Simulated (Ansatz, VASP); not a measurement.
## KF: VASP beside Ansatz

Contents of INCAR:

```
ALGO     = Normal         # electronic algorithm
EDIFF    = 1E-7           # SCF threshold, eV
ENCUT    = 520            # plane-wave cutoff, eV
GGA      = PE             # functional
ISIF     = 2              # what is computed and relaxed
ISMEAR   = 0              # smearing method
IVDW     = 13             # dispersion correction
LASPH    = T              # aspherical terms in the spheres
LCHARG   = F              # write CHGCAR
LREAL    = F              # projectors in reciprocal space
LWAVE    = F              # write WAVECAR
NBANDS   = 15             # bands
NELM     = 60             # most SCF steps
PREC     = Accurate       # precision mode
SIGMA    = 0.05           # smearing width, eV
```

Contents of KPOINTS:

```
k-points
0
Gamma
  8 8 8
```

File POSCAR:

```
KF
1.0
    0.0000000000      2.6734993184      2.6734993184
    2.6734993184      0.0000000000      2.6734993184
    2.6734993184      2.6734993184      0.0000000000
K F
1 1
Direct
    0.0000000000      0.0000000000      0.0000000000
    0.5000000000      0.5000000000      0.5000000000
```

Input for Ansatz:

```yaml
crystal:
  lattice:
    - [0.0, 2.6734993184, 2.6734993184]
    - [2.6734993184, 0.0, 2.6734993184]
    - [2.6734993184, 2.6734993184, 0.0]
  atoms:
    - { symbol: K, position: [0.0, 0.0, 0.0] }
    - { symbol: F, position: [0.5, 0.5, 0.5] }
basis:
  ecutwfc: 420
  ecutrho_ratio: 4
kpoints:
  mp_grid: { grid: [8, 8, 8] }
hamiltonian:
  xc: pbe
  dispersion: d4
scf:
  occupations: { method: gaussian, width: 0.05 }
output:
  forces: true
  stress: true
  eigenvalues: true
```

Alike in both runs: task single point; functional PBE; dispersion D4; k mesh 8 × 8 × 8; occupations gaussian, width 0.05 eV; no spin polarisation.

|  | VASP | Ansatz |
| --- | --- | --- |
| version | VASP 6.6.1 | Ansatz 0.2.0 |
| potentials or method | VASP PAW PBE potentials, release 64 (K_sv, F), cutoff 520 eV | scalar-relativistic, plane waves, PAW |
| valence electrons in the cell | 16 | 16 |

Ansatz gave:

| Property | Result |
| --- | --- |
| gap on the k mesh at the Fermi level (eV) | 6.17 |
| least direct gap on the mesh (eV) | 6.17 |
| pressure (GPa) | 0.7 |

Problem. What did VASP give for the same quantities?

Solution. gap on the k mesh at the Fermi level (eV): 6.16; least direct gap on the mesh (eV): 6.16; pressure (GPa): 0.7.
